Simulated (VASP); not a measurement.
# Cs2Mo2PbO8 (R-3m) in VASP: single point with PBE+D3(BJ)

Aim: the single point of Cs2Mo2PbO8 with PBE+D3(BJ).

All numbers are computed with VASP 6.6.1; they aren't measurements. Logs are shortened: lines on timing, memory, paths and dates and some standing lists are left out, and cuts for length are marked.

## Step 1: The cell of the first run

Symmetry: R-3m, No. 166, trigonal system. Conventional cell: a = 6.169 Å, b = 6.169 Å, c = 22.930 Å, α = 90.00°, β = 90.00°, γ = 120.00°. Cs (site symmetry 3m) has 10 O at 2.79 to 3.36 Å and 3 Cs at 3.76 Å within 3.8 Å. Within 3.6 Å of Pb (site symmetry -3m) lie 12 O at 2.65 to 3.59 Å. Within 2.3 Å of Mo (site symmetry 3m) lie 4 O at 1.74 to 1.79 Å. Within 2.3 Å of O (site symmetry 3m) lie 1 Mo at 1.74 Å. Within 2.4 Å of O (site symmetry m) lie 1 Mo at 1.79 Å.

## Step 2: Single point, PBE+D3(BJ)

INCAR

```
ALGO = Normal ; EDIFF = 1E-7
ENCUT = 520 ; GGA = PE
ISIF = 2 ; ISMEAR = 0
IVDW = 12 ; LASPH = T
LCHARG = F ; LREAL = F
LWAVE = F ; NBANDS = 66
NELM = 100 ; PREC = Accurate
SIGMA = 0.02
```

KPOINTS

```
k-points
0
Gamma
  6 6 6
```

POSCAR

```
Cs2Mo2PbO8
1.0
    3.0843467080      1.7807484021      7.6433916344
   -3.0843467080      1.7807484021      7.6433916344
    0.0000000000     -3.5614968043      7.6433916344
Cs Pb Mo O
2 1 2 8
Direct
    0.8067310364      0.8067310364      0.8067310364
    0.1932689636      0.1932689636      0.1932689636
    1.0000000000      0.0000000000      0.0000000000
    0.6090371903      0.6090371903      0.6090371903
    0.3909628097      0.3909628097      0.3909628097
    0.6850772665      0.6850772665      0.6850772665
    0.3149227335      0.3149227335      0.3149227335
    0.2660832190      0.7434299140      0.7434299140
    0.7434299140      0.7434299140      0.2660832190
    0.7434299140      0.2660832190      0.7434299140
    0.7339167810      0.2565700860      0.2565700860
    0.2565700860      0.7339167810      0.2565700860
    0.2565700860      0.2565700860      0.7339167810
```

Potentials or basis: VASP PAW PBE potentials, release 64 (Cs_sv, Pb_d, Mo_sv, O).

On the command line:

```
cat potpaw_PBE.64/Cs_sv/POTCAR potpaw_PBE.64/Pb_d/POTCAR potpaw_PBE.64/Mo_sv/POTCAR potpaw_PBE.64/O/POTCAR > POTCAR
mpirun -np 1 vasp_std > vasp.out
```

OUTCAR:

```text
EDIFF = 1E-7
   ENCUT = 520
   GGA = PE
   ISIF = 2
   ISMEAR = 0
   IVDW = 12
   LASPH = T
   LREAL = F
   NELM = 100
   PREC = Accurate
 IVDW          = 12

 ion  position               nearest neighbor table
   1  0.807  0.807  0.807-
   2  0.193  0.193  0.193-
   3  0.000  0.000  0.000-   9 2.65  13 2.65  10 2.65  11 2.65  12 2.65   8 2.65   4 3.80   5 3.80
                             4 3.80   4 3.80   5 3.80   5 3.80
   4  0.609  0.609  0.609-   6 1.74   8 1.79  10 1.79   9 1.79   3 3.80   3 3.80   3 3.80
   5  0.391  0.391  0.391-   7 1.74  11 1.79  12 1.79  13 1.79   3 3.80   3 3.80   3 3.80
   6  0.685  0.685  0.685-   4 1.74
   7  0.315  0.315  0.315-   5 1.74
   8  0.266  0.743  0.743-   4 1.79   3 2.65
   9  0.743  0.743  0.266-   4 1.79   3 2.65
  10  0.743  0.266  0.743-   4 1.79   3 2.65
  11  0.734  0.257  0.257-   5 1.79   3 2.65
  12  0.257  0.734  0.257-   5 1.79   3 2.65
  13  0.257  0.257  0.734-   5 1.79   3 2.65

  LATTYP: Found a trigonal (rhomboedric) cell.
 ALAT       =     8.4324192948
 COS(alpha) =     0.7324210222

  Lattice vectors:

 A1 = (   3.0843467080,   1.7807484021,   7.6433916344)
 A2 = (  -3.0843467080,   1.7807484021,   7.6433916344)
 A3 = (   0.0000000000,  -3.5614968043,   7.6433916344)

Analysis of symmetry for initial positions (statically):
=====================================================================
 Subroutine PRICEL returns:
 Original cell was already a primitive cell.

 Routine SETGRP: Setting up the symmetry group for a
 trigonal (rhombohedral) supercell.

 Subroutine GETGRP returns: Found 12 space group operations
 (whereof 12 operations were pure point group operations)
 out of a pool of 12 trial point group operations.

The static configuration has the point symmetry D_3d.

Analysis of symmetry for dynamics (positions and initial velocities):
=====================================================================
 Subroutine PRICEL returns:
 Original cell was already a primitive cell.

 Routine SETGRP: Setting up the symmetry group for a
 trigonal (rhombohedral) supercell.

 Subroutine GETGRP returns: Found 12 space group operations
 (whereof 12 operations were pure point group operations)
 out of a pool of 12 trial point group operations.

The dynamic configuration has the point symmetry D_3d.

 Subroutine INISYM returns: Found 12 space group operations
 (whereof 12 operations are pure point group operations),
 and found     1 'primitive' translations

----------------------------------------------------------------------------------------

                                     Primitive cell

  volume of cell :     251.8855

  direct lattice vectors                    reciprocal lattice vectors
     3.084346708  1.780748402  7.643391634     0.162108883  0.093593607  0.043610657
    -3.084346708  1.780748402  7.643391634    -0.162108883  0.093593607  0.043610657
     0.000000000 -3.561496804  7.643391634     0.000000000 -0.187187215  0.043610657

  length of vectors
     8.432419295  8.432419295  8.432419295     0.192200267  0.192200267  0.192200267

  position of ions in fractional coordinates (direct lattice)
     0.806731036  0.806731036  0.806731036
     0.193268964  0.193268964  0.193268964
     0.000000000  0.000000000  0.000000000
     0.609037190  0.609037190  0.609037190
     0.390962810  0.390962810  0.390962810
     0.685077267  0.685077267  0.685077267
     0.314922733  0.314922733  0.314922733
     0.266083219  0.743429914  0.743429914
     0.743429914  0.743429914  0.266083219
     0.743429914  0.266083219  0.743429914
     0.733916781  0.256570086  0.256570086
     0.256570086  0.733916781  0.256570086
     0.256570086  0.256570086  0.733916781

  ion indices of the primitive-cell ions
   primitive index   ion index
                 1           1
                 2           2
                 3           3
                 4           4
                 5           5
                 6           6
                 7           7
                 8           8
                 9           9
                10          10
                11          11
                12          12
                13          13

----------------------------------------------------------------------------------------

 KPOINTS: k-points

Automatic generation of k-mesh.
 Grid dimensions read from file:
 generate k-points for:    6    6    6

 Generating k-lattice:

  Cartesian coordinates                     Fractional coordinates (reciprocal lattice)
     0.027018147  0.015598935  0.007268443     0.166666667  0.000000000  0.000000000
    -0.027018147  0.015598935  0.007268443     0.000000000  0.166666667  0.000000000
     0.000000000 -0.031197869  0.007268443     0.000000000  0.000000000  0.166666667

  Length of vectors
     0.032033378  0.032033378  0.032033378

  Shift w.r.t. Gamma in fractional coordinates (k-lattice)
     0.000000000  0.000000000  0.000000000

 Subroutine IBZKPT returns following result:
 ===========================================

 Found     32 irreducible k-points:

 Following reciprocal coordinates:
            Coordinates               Weight
  0.000000  0.000000  0.000000      1.000000
  0.166667 -0.000000  0.000000      6.000000
  0.333333 -0.000000  0.000000      6.000000
  0.500000 -0.000000  0.000000      3.000000
  0.166667  0.166667  0.000000      6.000000
  0.333333  0.166667  0.000000     12.000000
[... 16 lines left out ...]
  0.500000  0.500000  0.166667      6.000000
 -0.333333  0.500000  0.166667     12.000000
 [... further k-points ...]
   k-points           NKPTS =     32   k-points in BZ     NKDIM =     32   number of bands    NBANDS=     66
   number of dos      NEDOS =    301   number of ions     NIONS =     13
   total plane-waves  NPLWV = 262144
   dimension x,y,z NGX =    64 NGY =   64 NGZ =   64
   dimension x,y,z NGXF=   128 NGYF=  128 NGZF=  128
   ions per type =               2   1   2   8
   NGX,Y,Z   is equivalent  to a cutoff of  12.62, 12.62, 12.62 a.u.
   NGXF,Y,Z  is equivalent  to a cutoff of  25.24, 25.24, 25.24 a.u.
 SYSTEM =  unknown system
   PREC   = accura    normal or accurate (medium, high low for compatibility)
   ISTART =      0    job   : 0-new  1-cont  2-samecut
   ICHARG =      2    charge: 1-file 2-atom 10-const
   ISPIN  =      1    spin polarized calculation?
   LNONCOLLINEAR =      F non collinear calculations
   LSORBIT =      F    spin-orbit coupling
   LASPH  =      T    aspherical Exc in radial PAW
   ENCUT  =  520.0 eV  38.22 Ry    6.18 a.u.  15.68 15.68 15.68*2*pi/ulx,y,z
   NELM   =    100;   NELMIN=  2; NELMDL= -5     # of ELM steps
   EDIFF  = 0.1E-06   stopping-criterion for ELM
   LREAL  =      F    real-space projection
   EDIFFG = 0.1E-05   stopping-criterion for IOM
   NSW    =      0    number of steps for IOM
   IBRION =     -1    ionic relax: 0-MD 1-quasi-New 2-CG
   NFREE  =      0    steps in history (QN), initial steepest desc. (CG)
   ISIF   =      2    stress and relaxation
   ISYM   =      2    0-nonsym 1-usesym 2-fastsym
   POTIM  = 0.5000    time-step for ionic-motion
   TEBEG  =    0.0;   TEEND  =   0.0 temperature during run
   PSTRESS=    0.0 pullay stress
   NELECT =     108.0000    total number of electrons
   NUPDOWN=      -1.0000    fix difference up-down
   EMIN   =  10.00;   EMAX   =-10.00  energy-range for DOS
   EFERMI =   0.00;   METHOD = LEGACY
   ISMEAR =     0;   SIGMA  =   0.02  broadening in eV -4-tet -1-fermi 0-gaus
   EFERMI_NEDOS =   21; number of points for ismear=-14 and -15
   IALGO  =     38    algorithm
   IMIX   =      4    mixing-type and parameters
     AMIX     =   0.40;   BMIX     =  1.00
     AMIX_MAG =   1.60;   BMIX_MAG =  1.00
  volume/ion in A,a.u.               =      19.38       130.75
  Fermi-wavevector in a.u.,A,eV,Ry     =   1.234473  2.332816 20.734250  1.523924
  Thomas-Fermi vector in A             =   2.369162
   LORBIT       =      0    0 simple, 1 ext, 2 COOP (PROOUT), +10 PAW based schemes
   GGA     = PE    functional components
   LHFCALC =     F    Hartree Fock is set to
   AEXX    =    0.0000 exact exchange contribution
   IVDW    =    12    specifies the selected vdW correction
   LEPSILON=     F    determine dielectric tensor
   LRPA    =     F    only Hartree local field effects (RPA)
 non-spin polarized calculation
 Gauss-broadening in eV      SIGMA  =   0.02
  energy-cutoff  :      520.00
  volume of cell :      251.89
 maximum number of plane-waves:      6851
   NGX = 31   NGY = 31   NGZ = 31

 number of electron     107.9999998 magnetization

 Free energy of the ion-electron system (eV)
  ---------------------------------------------------
  ext. energy  EPLUGINS =         0.00000000
  ---------------------------------------------------
  free energy    TOTEN  =       -92.75388185 eV

  energy without entropy =      -92.75388185  energy(sigma->0) =      -92.75388185

 E-fermi :   1.3094     XC(G=0):  -9.1799

 val. band max:        1.1129645949   @ k =   0.5000   0.5000   0.5000
 cond. band min:       4.6531383926   @ k =   0.5000   0.5000   0.5000
 fundamental gap:      3.5401737977
 Fermi energy:         1.3093662163

 k-point     1 :       0.0000    0.0000    0.0000
  band No.  band energies     occupation
      1     -59.4731      2.00000
      2     -59.4730      2.00000
      3     -33.8905      2.00000
      4     -33.8883      2.00000
      5     -33.7757      2.00000
      6     -33.7757      2.00000
[... 58 lines left out ...]
     65       7.3405      0.00000
     66       7.4429      0.00000

 k-point     2 :       0.1667   -0.0000    0.0000
  band No.  band energies     occupation
      1     -59.4731      2.00000
      2     -59.4730      2.00000
      3     -33.8904      2.00000
      4     -33.8885      2.00000
      5     -33.7757      2.00000
      6     -33.7756      2.00000
[... 58 lines left out ...]
     65       7.3897      0.00000
     66       7.4471      0.00000

 k-point     3 :       0.3333   -0.0000    0.0000
  band No.  band energies     occupation
      1     -59.4731      2.00000
      2     -59.4730      2.00000
      3     -33.8901      2.00000
      4     -33.8888      2.00000
      5     -33.7758      2.00000
      6     -33.7756      2.00000
[... 1438 lines left out ...]
     65       7.3251      0.00000
     66       7.3790      0.00000

 k-point    24 :      -0.3333    0.5000    0.1667
  band No.  band energies     occupation
      1     -59.4730      2.00000
      2     -59.4730      2.00000
      3     -33.8896      2.00000
      4     -33.8892      2.00000
      5     -33.7760      2.00000
      6     -33.7754      2.00000
[... 58 lines left out ...]
     65       7.2470      0.00000
     66       7.3212      0.00000

 [... further k-points ...]

------------------------ aborting loop because EDIFF is reached ----------------------------------------

 Edisp (eV)   -2.17197

 E8    (eV) :    -0.9833

  FORCE on cell =-STRESS in cart. coord.  units (eV):
  Direction    XX          YY          ZZ          XY          YZ          ZX
  --------------------------------------------------------------------------------------
  -------------------------------------------------------------------------------------
  Total       0.36181     0.36181     0.35538     0.00000    -0.00000     0.00000
  in kB       2.30136     2.30136     2.26046     0.00000    -0.00000     0.00000
  external pressure =        2.29 kB  Pullay stress =        0.00 kB

 VOLUME and BASIS-vectors are now :
 -----------------------------------------------------------------------------
  energy-cutoff  :      520.00
  volume of cell :      251.89
      direct lattice vectors                 reciprocal lattice vectors
     3.084346708  1.780748402  7.643391634     0.162108883  0.093593607  0.043610657
    -3.084346708  1.780748402  7.643391634    -0.162108883  0.093593607  0.043610657
     0.000000000 -3.561496804  7.643391634     0.000000000 -0.187187215  0.043610657

 POSITION                                       TOTAL-FORCE (eV/Angst)
 -----------------------------------------------------------------------------------
      0.00000     -0.00000     18.49848        -0.000000     -0.000000      0.011736
      0.00000     -0.00000      4.43169        -0.000000      0.000000     -0.011736
      0.00000      0.00000      0.00000        -0.000000      0.000000     -0.000000
      0.00000     -0.00000     13.96533        -0.000000      0.000000     -0.015553
      0.00000     -0.00000      8.96485        -0.000000     -0.000000      0.015553
      0.00000     -0.00000     15.70894        -0.000000     -0.000000      0.083281
      0.00000     -0.00000      7.22123        -0.000000      0.000000     -0.083281
     -1.47230     -0.85003     13.39843        -0.075508     -0.043594     -0.024301
      0.00000      1.70007     13.39843        -0.000000      0.087189     -0.024301
      1.47230     -0.85003     13.39843         0.075508     -0.043594     -0.024301
      1.47230      0.85003      9.53174         0.075508      0.043594      0.024301
     -1.47230      0.85003      9.53174        -0.075508      0.043594      0.024301
      0.00000     -1.70007      9.53174        -0.000000     -0.087189      0.024301
 -----------------------------------------------------------------------------------
    total drift:                               -0.000000     -0.000000      0.000000

  FREE ENERGIE OF THE ION-ELECTRON SYSTEM (eV)
  ---------------------------------------------------
  free  energy   TOTEN  =       -94.9258502736 eV

  energy  without entropy=      -94.9258502736  energy(sigma->0) =      -94.92585027
```

It took 31 min on 1 thread of Intel Xeon Platinum 8259CL at 2.50GHz (Skylake/Cascade Lake), shared host; peak memory 0.86 GiB.

What came out:

```yaml
Free_energy: -94.9259 eV
Pressure: 0.2 GPa
Largest_force: 0.091 eV/Å
Band_gap_on_the_k_mesh: 3.54 eV
Dispersion_energy_per_atom: -0.167 eV
```

Forces on the atoms (eV/Å):
```
Cs   0.000  0.000  0.012
Cs   0.000  0.000 -0.012
Pb   0.000  0.000  0.000
Mo   0.000  0.000 -0.016
Mo   0.000  0.000  0.016
O    0.000  0.000  0.083
O    0.000  0.000 -0.083
O   -0.076 -0.044 -0.024
O    0.000  0.087 -0.024
O    0.076 -0.044 -0.024
O    0.076  0.044  0.024
O   -0.076  0.044  0.024
O    0.000 -0.087  0.024
```

Caveat: spin-orbit coupling is left out, which moves the levels of the heavy elements.
